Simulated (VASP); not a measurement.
# AgRu2S3 (P6/mmm) in VASP: a series of runs, part 2 of 2

VASP 6.6.1. Earlier steps stand in the parts before.

## Step 4: Relaxation of cell and atoms, PBE

This run uses another cell than the first one, of 18.50 Å³/atom.

Contents of INCAR:

```
ALGO = Normal
EDIFF = 1E-6
EDIFFG = -0.01
ENCUT = 600
GGA = PE
IBRION = 2
ISIF = 3
ISMEAR = 0
LASPH = True
LCHARG = False
LREAL = False
LWAVE = False
NELM = 80
NSW = 100
PREC = Accurate
SIGMA = 0.1
```

Contents of KPOINTS:

```
k-points
0
Gamma
  6 6 14
```

Contents of POSCAR:

```
AgRu2S3
1.0
    6.6575321756      0.0000000000      0.0000000000
   -3.3287660878      5.7655919906      0.0000000000
    0.0000000000      0.0000000000      2.8915394316
Ag Ru S
1 2 3
Direct
    0.0000000000      0.0000000000      0.0000000000
    0.3333333333      0.6666666667      0.0000000000
    0.6666666667      0.3333333333      0.0000000000
    0.5000000000      0.0000000000      0.5000000000
    0.5000000000      0.5000000000      0.5000000000
    0.0000000000      0.5000000000      0.5000000000
```

Potentials or basis: VASP PAW PBE potentials, release 64 (Ag, Ru_pv, S).

Started as:

```sh
cat potpaw_PBE.64/Ag/POTCAR potpaw_PBE.64/Ru_pv/POTCAR potpaw_PBE.64/S/POTCAR > POTCAR
mpirun -np 1 vasp_std > vasp.out
```

OUTCAR:

```text
EDIFF = 1E-6
   EDIFFG = -0.01
   ENCUT = 600
   GGA = PE
   IBRION = 2
   ISIF = 3
   ISMEAR = 0
   LASPH = True
   LREAL = False
   NELM = 80
   NSW = 100
   PREC = Accurate

 ion  position               nearest neighbor table
   1  0.000  0.000  0.000-
   2  0.333  0.667  0.000-   6 2.40   6 2.40   4 2.40   4 2.40   5 2.40   5 2.40
   3  0.667  0.333  0.000-   6 2.40   6 2.40   4 2.40   4 2.40   5 2.40   5 2.40
   4  0.500  0.000  0.500-   2 2.40   3 2.40   2 2.40   3 2.40
   5  0.500  0.500  0.500-   2 2.40   3 2.40   2 2.40   3 2.40
   6  0.000  0.500  0.500-   2 2.40   3 2.40   2 2.40   3 2.40

  LATTYP: Found a hexagonal cell.
 ALAT       =     6.6575321756
 C/A-ratio  =     0.4343260168

  Lattice vectors:

 A1 = (   6.6575321756,   0.0000000000,   0.0000000000)
 A2 = (  -3.3287660878,   5.7655919906,   0.0000000000)
 A3 = (   0.0000000000,   0.0000000000,   2.8915394316)

Analysis of symmetry for initial positions (statically):
=====================================================================
 Subroutine PRICEL returns:
 Original cell was already a primitive cell.

 Routine SETGRP: Setting up the symmetry group for a
 hexagonal supercell.

 Subroutine GETGRP returns: Found 24 space group operations
 (whereof 24 operations were pure point group operations)
 out of a pool of 24 trial point group operations.

The static configuration has the point symmetry D_6h.

Analysis of symmetry for dynamics (positions and initial velocities):
=====================================================================
 Subroutine PRICEL returns:
 Original cell was already a primitive cell.

 Routine SETGRP: Setting up the symmetry group for a
 hexagonal supercell.

 Subroutine GETGRP returns: Found 24 space group operations
 (whereof 24 operations were pure point group operations)
 out of a pool of 24 trial point group operations.

The dynamic configuration has the point symmetry D_6h.

 Subroutine INISYM returns: Found 24 space group operations
 (whereof 24 operations are pure point group operations),
 and found     1 'primitive' translations
[... 127 lines left out ...]
   LORBIT       =      0    0 simple, 1 ext, 2 COOP (PROOUT), +10 PAW based schemes
   GGA     = PE    functional components
   LHFCALC =     F    Hartree Fock is set to
   AEXX    =    0.0000 exact exchange contribution
   IVDW    =     0    specifies the selected vdW correction
   LEPSILON=     F    determine dielectric tensor
   LRPA    =     F    only Hartree local field effects (RPA)
 conjugate gradient relaxation of ions
 non-spin polarized calculation
 Gauss-broadening in eV      SIGMA  =   0.10
  energy-cutoff  :      600.00
  volume of cell :      110.99
 maximum number of plane-waves:      3727
 NGX is ok and might be reduce to    54
   NGX = 27   NGY = 27   NGZ = 11

--------------------------------------- Ionic step        1  -------------------------------------------

 number of electron      56.9999995 magnetization

 Free energy of the ion-electron system (eV)
  ---------------------------------------------------
  ext. energy  EPLUGINS =         0.00000000
  ---------------------------------------------------
  free energy    TOTEN  =       -31.55112692 eV

  energy without entropy =      -31.52679363  energy(sigma->0) =      -31.53896027

------------------------ aborting loop because EDIFF is reached ----------------------------------------

  FORCE on cell =-STRESS in cart. coord.  units (eV):
  Direction    XX          YY          ZZ          XY          YZ          ZX
  --------------------------------------------------------------------------------------
  -------------------------------------------------------------------------------------
  Total        0.2086546      0.2086546      0.0084772      0.0000000      0.0000000      0.0000000
  in kB        3.0119808      3.0119808      0.1223703      0.0000000      0.0000000      0.0000000
  external PRESSURE =       2.0487773 kB  Pullay stress =       0.0000000 kB
[... 107 lines left out ...]
--------------------------------------- Ionic step        4  -------------------------------------------

 number of electron      56.9999996 magnetization

 Free energy of the ion-electron system (eV)
  ---------------------------------------------------
  ext. energy  EPLUGINS =         0.00000000
  ---------------------------------------------------
  free energy    TOTEN  =       -31.55156464 eV

  energy without entropy =      -31.52715803  energy(sigma->0) =      -31.53936134

 E-fermi :   6.9118     XC(G=0): -10.8487

 val. band max:        6.9051884942   @ k =   0.3333   0.0000   0.4286
 cond. band min:       6.9309391796   @ k =   0.0000   0.0000   0.3571
 fundamental gap:      0.0257506854
 Fermi energy:         6.9118382838

 k-point     1 :       0.0000    0.0000    0.0000
  band No.  band energies     occupation
      1     -36.0020      2.00000
      2     -36.0006      2.00000
      3     -35.9404      2.00000
      4     -35.9404      2.00000
      5     -35.9267      2.00000
      6     -35.9267      2.00000
[... 877 lines left out ...]
     33       8.4632      0.00000
     34       8.8964      0.00000

 [... further k-points ...]
[... 5 lines left out ...]
  --------------------------------------------------------------------------------------
  -------------------------------------------------------------------------------------
  Total        0.0085911      0.0085911     -0.0246358      0.0000000     -0.0000000      0.0000000
  in kB        0.1236744      0.1236744     -0.3546471      0.0000000     -0.0000000      0.0000000
  external PRESSURE =      -0.0357661 kB  Pullay stress =       0.0000000 kB
[... 21 lines left out ...]
  FREE ENERGIE OF THE ION-ELECTRON SYSTEM (eV)
  ---------------------------------------------------
  free  energy   TOTEN  =       -31.5515646436 eV

  energy  without entropy=      -31.5271580345  energy(sigma->0) =      -31.53936134

 reached required accuracy - stopping structural energy minimisation
```

OSZICAR:

```text
N       E                     dE             d eps       ncg     rms          rms(c)
DAV:   1     0.538892711627E+03    0.53889E+03   -0.33389E+04  4120   0.178E+03
[... 30 lines left out ...]
       N       E                     dE             d eps       ncg     rms          rms(c)
DAV:   1    -0.315525372528E+02   -0.11045E-02   -0.41010E-02  3808   0.120E+00    0.222E-01
DAV:   2    -0.315517290957E+02    0.80816E-03   -0.17077E-03  4052   0.227E-01    0.834E-02
DAV:   3    -0.315515984827E+02    0.13061E-03   -0.59217E-04  4296   0.146E-01    0.419E-02
DAV:   4    -0.315515675164E+02    0.30966E-04   -0.16023E-04  4162   0.809E-02    0.236E-02
DAV:   5    -0.315515643856E+02    0.31308E-05   -0.16385E-05  3920   0.218E-02    0.689E-03
DAV:   6    -0.315515646436E+02   -0.25797E-06   -0.17011E-06  2630   0.659E-03
   4 F= -.31551565E+02 E0= -.31539361E+02  d E =-.131184E-03
```

It took 5.2 min on 1 thread of Intel Xeon 6975P-C (Granite Rapids), shared host; peak memory 0.42 GiB.

What came out:

| Item | Value |
| --- | --- |
| Free energy | -31.5516 eV |
| Relaxed volume | 18.55 Å³/atom |
| Relaxed cell | a = 6.671 Å, b = 6.671 Å, c = 2.888 Å, α = 90.00°, β = 90.00°, γ = 120.00° |
| Space group after relaxing (to 0.1 Å) | P6/mmm (No. 191) |
| Energy gained by relaxing | 0.1 meV/atom |
| Ionic steps | 4 |
| Pressure after relaxing | 0.0 GPa |
| Band gap on the k mesh | zero (an odd number of electrons rules out a gap without spin polarisation) |

The path:
| step | energy change (eV) | largest force (eV/Å) | pressure (GPa) | volume (Å³) |
| --- | --- | --- | --- | --- |
| 1 | 0.0000 | 0.0000 | 0.20 | 110.99 |
| 2 | -0.0003 | 0.0000 | -0.12 | 111.37 |
| 3 | -0.0003 | 0.0000 | -0.07 | 111.32 |
| 4 | -0.0004 | 0.0000 | 0.00 | 111.30 |

Final structure:
```
Ag Ru S
1.0
     6.67067    0.00000    0.00000
    -3.33534    5.77697    0.00000
     0.00000    0.00000    2.88809
Ag Ru S
1 2 3
Direct
  0.00000 0.00000 0.00000
  0.33333 0.66667 0.00000
  0.66667 0.33333 0.00000
  0.50000 0.00000 0.50000
  0.50000 0.50000 0.50000
  0.00000 0.50000 0.50000
```

Levels at points of the mesh, in eV from the Fermi level:
```
           k point  band 27  band 28  band 29  band 30  band 31  band 32
(0.00, 0.00, 0.00)    -1.52    -1.52    -1.36    -0.25     1.77     1.77
(0.50, 0.00, 0.00)    -1.40    -0.33     0.36     0.59     1.14     1.28
(0.00, 0.00, 0.50)    -0.75    -0.75     0.11     0.11     0.94     2.75
(0.50, 0.00, 0.50)    -0.68     0.10     0.30     0.78     0.83     1.60
```

Caveat: an odd number of electrons without spin polarisation forces a metal; a magnetic or distorted state may lie lower.

## Step 5: The runs side by side

```csv
task,spin,cell,k mesh,cutoff (eV),gap on the mesh (eV),pressure (GPa)
single point,off,"a = 6.675, b = 6.675, c = 2.888 Å, angles 90.0, 90.0, 120.0°, 6 atoms",6 × 6 × 14,520,none,-0.1
single point,"collinear, ferromagnetic start","a = 5.973, b = 5.973, c = 3.605 Å, angles 90.0, 90.0, 120.0°, 6 atoms",3 × 3 × 6,520,none,-7.9
relaxation of cell and atoms,off,"relaxed from a = 6.658, b = 6.658, c = 2.892 Å, angles 90.0, 90.0, 120.0°, 6 atoms",6 × 6 × 14,600,none,0.0
```

Alike in all rows: level PBE; potentials or basis VASP PAW PBE potentials, release 64 (Ag, Ru_pv, S); smearing gaussian 0.1 eV.

Caveats: some runs use coarse meshes; an odd number of electrons without spin polarisation forces a metal (at least some runs); a magnetic or distorted state may lie lower (at least some runs).

Total energies depend on the potentials used, so only differences within one code and one set of settings carry meaning.

The gap in the log of VASP goes by the Fermi energy; the results here count the filled bands.